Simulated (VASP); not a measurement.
Input of a VASP 6.6.1 run:

Contents of POSCAR:

```
Pd
1.0
    0.0000000000      1.9376732691      1.9376732691
    1.9376732691      0.0000000000      1.9376732691
    1.9376732691      1.9376732691      0.0000000000
Pd
1
Direct
    0.0000000000      0.0000000000      0.0000000000
```

INCAR.step1

```
SYSTEM = Pd
PREC     = Accurate       ! precision mode
ENCUT    = 520            ! plane-wave cutoff, eV
ISMEAR   = -1             ! smearing method
SIGMA    = 0.1            ! smearing width, eV
LREAL    = .False.        ! projectors in reciprocal space
LASPH    = .True.         ! aspherical terms in the spheres
NELM     = 80             ! most SCF steps
NBANDS   = 11             ! bands
GGA      = PE             ! functional
ALGO     = Normal         ! electronic algorithm
EDIFF    = 1E-4           ! SCF threshold, eV
LWAVE    = .True.         ! write WAVECAR
LCHARG   = .False.        ! write CHGCAR
```

Contents of INCAR.step2:

```
SYSTEM = Pd
PREC     = Accurate       ! precision mode
ENCUT    = 520            ! plane-wave cutoff, eV
EDIFF    = 1E-6           ! SCF threshold, eV
ISMEAR   = -1             ! smearing method
SIGMA    = 0.1            ! smearing width, eV
LREAL    = .False.        ! projectors in reciprocal space
LASPH    = .True.         ! aspherical terms in the spheres
NELM     = 80             ! most SCF steps
ALGO     = Normal         ! electronic algorithm
ISIF     = 2              ! what is computed and relaxed
LWAVE    = .False.        ! write WAVECAR
LCHARG   = .True.         ! write CHGCAR
METAGGA  = R2SCAN         ! meta-GGA
LMIXTAU  = .True.       
LELF     = .True.         ! ELF
LVHAR    = .True.       
NBANDS   = 11             ! bands
ISTART   = 1
```

The input KPOINTS:

```
Automatic mesh
0
Gamma
  15 15 15
  0 0 0
```

Potentials or basis: VASP PAW PBE potentials, release 64 (Pd).

The run is started by

```console
$ cat potpaw_PBE.64/Pd/POTCAR > POTCAR
$ cp INCAR.step1 INCAR
$ mpirun -np 1 vasp_std > vasp.out
$ cp INCAR.step2 INCAR
$ mpirun -np 1 vasp_std > vasp.out
```

Question: Predict the pressure.

Answer: 6.0 GPa.

Question: Predict the band gap on the k mesh.

Answer: Zero (band 5 reaches 10.12 eV, above the bottom of band 6 at 8.43 eV).

Caveat: the PAW data sets were made with another functional, which shifts forces and pressure a little.
